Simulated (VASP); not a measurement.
# SiC (P1) in VASP: further runs, part 2 of 2

VASP 6.6.1. The steps go on from the part before.

## Step 3: Single point, PBE

Contents of INCAR:

```
PREC = Accurate ; ENCUT = 520
EDIFF = 1E-7 ; ISMEAR = 0
SIGMA = 0.05 ; LREAL = F
LASPH = T ; NELM = 100
ALGO = Normal ; ISIF = 2
LWAVE = F ; LCHARG = F
GGA = PE ; NBANDS = 36
```

Contents of KPOINTS:

```
regular mesh
0
Gamma
  10 10 2
```

Contents of POSCAR:

```
SiC
1.0
    2.1740000000     -2.1740000000      0.0000000000
    2.1740000000      0.0000000000     -2.1740000000
    9.5656000000      7.8264000000      8.6960000000
Si C
6 6
Direct
    0.6416800000      0.6666666667      0.0624666667
   -0.3583200000      0.0000000000      0.8958000000
    0.2416800000      0.3333333333      0.2291333333
    0.4416800000      0.6666666667      0.5624666667
   -0.1583200000      0.0000000000      0.3958000000
    0.0416800000      0.3333333333      0.7291333333
    0.4916800000      0.6666666667      0.4374666667
    0.8916800000      1.0000000000      0.2708000000
    0.0916800000      0.3333333333      0.6041333333
    0.2916800000      0.6666666667      0.9374666667
   -0.3083200000      0.0000000000      0.7708000000
    0.2916800000      0.3333333333      0.1041333333
```

Potentials or basis: VASP PAW PBE potentials, release 64 (Si, C).

Started as:

```console
> cat potpaw_PBE.64/Si/POTCAR potpaw_PBE.64/C/POTCAR > POTCAR
> mpirun -np 1 vasp_std > vasp.out
```

OUTCAR:

```text
PREC = Accurate
   ENCUT = 520
   EDIFF = 1E-7
   ISMEAR = 0
   LREAL = F
   LASPH = T
   NELM = 100
   ISIF = 2
   GGA = PE

 ion  position               nearest neighbor table
   1  0.642  0.667  0.062-  12 1.88  12 1.88  12 1.88  10 2.25   2 2.68   3 3.07   3 3.07   3 3.07

   2  0.642  0.000  0.896-  11 1.88  10 1.88  10 1.88  10 1.88   1 2.68   6 3.07   6 3.07   6 3.07

   3  0.242  0.333  0.229-  12 1.88   8 1.88   8 1.88   8 1.88   1 3.07   1 3.07   1 3.07   5 3.07
                             5 3.07   5 3.07
   4  0.442  0.667  0.562-   9 1.88   9 1.88   9 1.88   7 1.88   6 3.07   6 3.07   6 3.07   5 3.07
                             5 3.07   5 3.07
   5  0.842  0.000  0.396-   8 1.88   7 1.88   7 1.88   7 1.88   4 3.07   3 3.07   4 3.07   3 3.07
                             4 3.07   3 3.07
   6  0.042  0.333  0.729-   9 1.88  11 1.88  11 1.88  11 1.88   4 3.07   4 3.07   4 3.07   2 3.07
                             2 3.07   2 3.07
   7  0.492  0.667  0.437-   4 1.88   5 1.88   5 1.88   5 1.88
   8  0.892  0.000  0.271-   5 1.88   3 1.88   3 1.88   3 1.88
[... 1152 lines left out ...]
     36      16.3455      0.00000

 [... further k-points ...]

------------------------ aborting loop because EDIFF is reached ----------------------------------------

  FORCE on cell =-STRESS in cart. coord.  units (eV):
  Direction    XX          YY          ZZ          XY          YZ          ZX
  --------------------------------------------------------------------------------------
  -------------------------------------------------------------------------------------
  Total       -1.8510672      3.1297592      6.9988590      1.4623850      3.1582018     -0.5647255
  in kB      -24.0532017     40.6688268     90.9448189     19.0025745     41.0384160     -7.3381755
  external PRESSURE =      35.8534813 kB  Pullay stress =       0.0000000 kB

 VOLUME and BASIS-vectors are now :
 -----------------------------------------------------------------------------
  energy-cutoff  :      520.00
  volume of cell :      123.30
      direct lattice vectors                 reciprocal lattice vectors
     2.174000000 -2.174000000  0.000000000     0.137994480 -0.321987121  0.137994480
     2.174000000  0.000000000 -2.174000000     0.153327200  0.153327200 -0.306654400
     9.565600000  7.826400000  8.696000000     0.038331800  0.038331800  0.038331800

 POSITION                                       TOTAL-FORCE (eV/Angst)
 -----------------------------------------------------------------------------------
      3.44188     -0.90612     -0.90612        -1.219362      0.569093     -0.421432
      9.96388      5.61588      7.78988         0.041499      0.074800     -0.413732
      3.44188      1.26788      1.26788         0.019970      0.132810      0.355484
      7.78988      3.44188      3.44188         0.041355      0.049084      0.048894
      5.61588      1.26788      3.44188         0.032829      0.059874      0.053952
      7.78988      5.61588      5.61588         0.029041      0.066378      0.050590
      6.70288      2.35488      2.35488        -0.047079     -0.051830     -0.043943
      4.52888      0.18088      2.35488        -0.046999     -0.015738     -0.049526
      6.70288      4.52888      4.52888        -0.031729     -0.064883     -0.052483
     11.05088      6.70288      6.70288         1.150916     -0.637528     -0.274851
      8.87688      4.52888      6.70288         0.037330     -0.213486     -0.102362
      2.35488      0.18088      0.18088        -0.007770      0.031425      0.849408
 -----------------------------------------------------------------------------------
    total drift:                               -0.000373      0.000515     -0.000266

  FREE ENERGIE OF THE ION-ELECTRON SYSTEM (eV)
  ---------------------------------------------------
  free  energy   TOTEN  =       -88.5859363457 eV

  energy  without entropy=      -88.5859363457  energy(sigma->0) =      -88.58593635
```

OSZICAR:

```text
N       E                     dE             d eps       ncg     rms          rms(c)
DAV:   1     0.125828313588E+03    0.12583E+03   -0.21859E+04  7488   0.120E+03
DAV:   2    -0.876331082494E+02   -0.21346E+03   -0.20019E+03  9556   0.212E+02
DAV:   3    -0.994954481075E+02   -0.11862E+02   -0.11766E+02  9756   0.474E+01
DAV:   4    -0.996761275933E+02   -0.18068E+00   -0.18023E+00  9592   0.665E+00
DAV:   5    -0.996799601750E+02   -0.38326E-02   -0.38288E-02  9520   0.916E-01    0.215E+01
DAV:   6    -0.888486066219E+02    0.10831E+02   -0.31541E+01  9324   0.210E+01    0.959E+00
DAV:   7    -0.886357093946E+02    0.21290E+00   -0.31865E+00  9864   0.697E+00    0.413E+00
DAV:   8    -0.885900965621E+02    0.45613E-01   -0.20011E-01  9112   0.184E+00    0.140E+00
DAV:   9    -0.885852089308E+02    0.48876E-02   -0.28556E-02  9336   0.822E-01    0.219E-01
DAV:  10    -0.885856969043E+02   -0.48797E-03   -0.21944E-03  9384   0.217E-01    0.117E-01
DAV:  11    -0.885859182787E+02   -0.22137E-03   -0.23361E-04  8956   0.841E-02    0.324E-02
DAV:  12    -0.885859339932E+02   -0.15714E-04   -0.27456E-05  9720   0.284E-02    0.106E-02
DAV:  13    -0.885859359154E+02   -0.19222E-05   -0.51844E-06  9176   0.117E-02    0.352E-03
DAV:  14    -0.885859362604E+02   -0.34500E-06   -0.47502E-07  9624   0.369E-03    0.162E-03
DAV:  15    -0.885859363457E+02   -0.85301E-07   -0.13531E-07  5428   0.178E-03
   1 F= -.88585936E+02 E0= -.88585936E+02  d E =-.802621E-14
```

stdout:

```text
POSCAR found type information on POSCAR SiC
 POSCAR found :  2 types and      12 ions
 scaLAPACK will be used
 LDA part: xc-table for (Slater+PW92), standard interpolation
 POSCAR, INCAR and KPOINTS ok, starting setup
 FFT: planning ... GRIDC
 FFT: planning ... GRID_SOFT
 FFT: planning ... GRID
 WAVECAR not read
 entering main loop
```

Wall time 3.4 min (1 thread of Intel Xeon 6975P-C (Granite Rapids), shared host); peak memory 0.45 GiB.

Results:

| Quantity | Value |
| --- | --- |
| Free energy | -88.5859 eV |
| Pressure | 3.6 GPa |
| Largest force | 1.410 eV/Å |
| Band gap on the k mesh | 0.66 eV, indirect (least direct gap 1.32 eV) |

Forces in eV/Å, atoms in the order of the input:
```
Si  -1.219  0.569 -0.421
Si   0.041  0.075 -0.414
Si   0.020  0.133  0.355
Si   0.041  0.049  0.049
Si   0.033  0.060  0.054
Si   0.029  0.066  0.051
C   -0.047 -0.052 -0.044
C   -0.047 -0.016 -0.050
C   -0.032 -0.065 -0.052
C    1.151 -0.638 -0.275
C    0.037 -0.213 -0.102
C   -0.008  0.031  0.849
```

Caveat: forces of over 1 eV/Å act on the atoms, so gaps and moduli don't describe the material at rest. Expect the measured gap to be larger: semilocal functionals such as PBE lack the derivative discontinuity.

## Step 4: Single point, PBE

Contents of INCAR:

```
  ALGO = Normal
  EDIFF = 1E-6
  ENCUT = 520
  GGA = PE
  ISIF = 2
  ISMEAR = 0
  LASPH = T
  LCHARG = F
  LREAL = F
  LWAVE = F
  NBANDS = 36
  NELM = 100
  PREC = Accurate
  SIGMA = 0.05
```

Contents of KPOINTS:

```
k-points
0
Gamma
  10 10 2
```

Contents of POSCAR:

```
SiC
1.0
    2.1740000000     -2.1740000000      0.0000000000
    2.1740000000      0.0000000000     -2.1740000000
    8.9134000000      8.4786000000      8.6960000000
Si C
6 6
Direct
    0.6604200000      0.6666666667      0.0624666667
   -0.0895800000      0.0000000000      0.8958000000
    0.3104200000      0.3333333333      0.2291333333
    0.6104200000      0.6666666667      0.5624666667
   -0.0395800000      0.0000000000      0.3958000000
    0.2604200000      0.3333333333      0.7291333333
    0.6229200000      0.6666666667      0.4374666667
    0.9729200000      1.0000000000      0.2708000000
    0.2729200000      0.3333333333      0.6041333333
    0.5729200000      0.6666666667      0.9374666667
   -0.0770800000      0.0000000000      0.7708000000
    0.3229200000      0.3333333333      0.1041333333
```

Started as:

```console
> cat potpaw_PBE.64/Si/POTCAR potpaw_PBE.64/C/POTCAR > POTCAR
> mpirun -np 1 vasp_std > vasp.out
```

Run time: 3.2 min. Hardware: 1 thread of Intel Xeon 6975P-C (Granite Rapids), shared host; peak memory 0.45 GiB.

Results (log left out):

```yaml
Free_energy: -90.1799 eV
Pressure: 4.6 GPa
Largest_force: 0.835 eV/Å
Band_gap_on_the_k_mesh: 1.11 eV, indirect (least direct gap 2.11 eV)
```

Forces in eV/Å, atoms in the order of the input:
```
Si  -0.677  0.481 -0.090
Si   0.015 -0.035 -0.064
Si  -0.039  0.060  0.028
Si   0.005  0.010  0.007
Si  -0.001  0.015  0.008
Si  -0.003  0.018  0.008
C   -0.007 -0.008 -0.007
C   -0.016  0.004 -0.006
C    0.002 -0.017 -0.008
C    0.672 -0.466  0.063
C    0.061 -0.082 -0.012
C   -0.012  0.021  0.073
```

Stress tensor (GPa, compression positive):
```
 2.26  0.09 -1.63
 0.09  6.53  1.73
-1.63  1.73  5.13
```

Levels at points of the mesh, in eV from the valence-band top:
```tsv
k point	band 21	band 22	band 23	band 24	band 25	band 26	band 27	band 28
(0.00, 0.00, 0.00)	-0.44	-0.22	-0.15	0.00	5.31	5.53	5.60	6.01
(0.50, 0.00, 0.00)	-1.91	-1.90	-1.23	-0.99	1.11	2.54	2.58	4.02
(0.50, 0.50, 0.00)	-1.92	-1.89	-1.32	-1.18	1.27	2.58	2.62	4.32
(0.00, 0.50, 0.00)	-1.95	-1.88	-1.31	-1.04	1.21	2.58	2.62	4.21
(0.00, 0.00, 0.50)	-0.31	-0.24	-0.23	-0.15	5.34	5.41	5.80	5.90
(0.50, 0.00, 0.50)	-1.71	-1.58	-1.40	-1.30	1.56	1.67	3.56	3.61
(0.50, 0.50, 0.50)	-1.94	-1.77	-1.42	-1.39	1.70	1.77	3.54	3.60
(0.00, 0.50, 0.50)	-1.80	-1.74	-1.40	-1.30	1.68	1.71	3.56	3.62
```

## Step 5: The runs side by side

```csv
cell,gap on the mesh (eV),pressure (GPa),largest force (eV/Å)
"a = 3.075, b = 3.075, c = 15.074 Å, angles 88.8, 87.7, 60.0°, 12 atoms",0.80,4.3,1.60
"a = 3.075, b = 3.075, c = 15.112 Å, angles 87.7, 85.3, 60.0°, 12 atoms",0.66,3.6,1.41
"a = 3.075, b = 3.075, c = 15.065 Å, angles 89.4, 88.8, 60.0°, 12 atoms",1.11,4.6,0.84
```

Alike in all rows: task single point; level PBE; potentials or basis VASP PAW PBE potentials, release 64 (Si, C); no spin polarisation; k mesh 10 × 10 × 2; cutoff (eV) 520; smearing gaussian 0.05 eV.

Caveats: forces of over 1 eV/Å act on the atoms, so gaps and moduli don't describe the material at rest (some runs).

Absolute energies hang on the potentials; compare differences alone.
